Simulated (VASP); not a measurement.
HfO2: single point with r2SCAN

HfO2:

```
CELL_PARAMETERS angstrom
3.66624 0.00000 0.00000
0.00000 3.66624 0.00000
0.00000 0.00000 5.20267
ATOMIC_POSITIONS crystal
Hf 0.50000 0.50000 0.50000
Hf 0.00000 0.00000 0.00000
O 0.00000 0.50000 0.69616
O 0.50000 0.00000 0.80384
O 0.50000 0.00000 0.30384
O 0.00000 0.50000 0.19616
```

This cell differs from its parent crystal: strain +0.025 along x and y, +0.000 along z.

| Property | Result |
| --- | --- |
| Program | VASP 6.6.1 |
| Task | single point |
| Functional | r2SCAN |
| Potentials or basis | VASP PAW PBE potentials, release 64 (Hf_pv, O) |
| Cutoff | 520 eV |
| k mesh | 6 × 6 × 6 |
| Occupations | gaussian, width 0.05 eV |
| Spin | no spin polarisation |

The pressure is -15.3 GPa, the largest force is 0.231 eV/Å and the band gap on the k mesh is 4.84 eV (least direct gap 4.91 eV).

Forces in eV/Å, atoms in the order of the input:
```
Hf   0.000  0.000  0.000
Hf   0.000  0.000  0.000
O    0.000  0.000 -0.231
O    0.000  0.000  0.231
O    0.000  0.000  0.231
O    0.000  0.000 -0.231
```

Stress tensor (GPa, compression positive):
```
-18.83   0.00   0.00
  0.00 -18.83   0.00
  0.00   0.00  -8.33
```

Levels at points of the mesh, in eV from the valence-band top:
| k point | band 18 | band 19 | band 20 | band 21 | band 22 | band 23 | band 24 | band 25 | band 26 | band 27 |
| --- | --- | --- | --- | --- | --- | --- | --- | --- | --- | --- |
| (0.00, 0.00, 0.00) | -1.45 | -0.55 | -0.25 | -0.25 | -0.07 | 4.84 | 4.89 | 5.88 | 6.22 | 6.84 |
| (0.50, 0.00, 0.00) | -2.21 | -1.51 | -1.51 | -0.10 | -0.10 | 5.16 | 5.16 | 6.21 | 6.21 | 7.45 |
| (0.50, 0.50, 0.00) | -1.21 | -0.69 | -0.69 | -0.61 | -0.61 | 5.76 | 5.76 | 6.29 | 6.29 | 7.05 |
| (0.00, 0.00, 0.50) | -2.63 | -0.87 | -0.87 | -0.16 | -0.16 | 5.46 | 5.46 | 5.80 | 5.80 | 8.75 |
| (0.50, 0.00, 0.50) | -1.97 | -1.50 | -1.50 | -1.05 | -1.05 | 5.35 | 5.35 | 5.79 | 5.79 | 7.33 |
| (0.50, 0.50, 0.50) | -1.90 | -1.60 | -1.60 | -0.25 | -0.25 | 5.91 | 5.91 | 6.48 | 6.48 | 7.21 |

Wall time 6.3 min on 1 thread of Intel(R) Xeon(R) Platinum 8259CL CPU @ 2.50GHz (Skylake/Cascade Lake), with other jobs on the host, peak memory 0.22 GiB.

Caveat: the cell differs from its parent crystal (strain +0.025 along x and y, +0.000 along z); the cell stands under tension; the PAW data sets were made with another functional, which shifts forces and pressure a little; spin-orbit coupling is left out, which moves the levels of the heavy elements. A k mesh can miss the band edges.
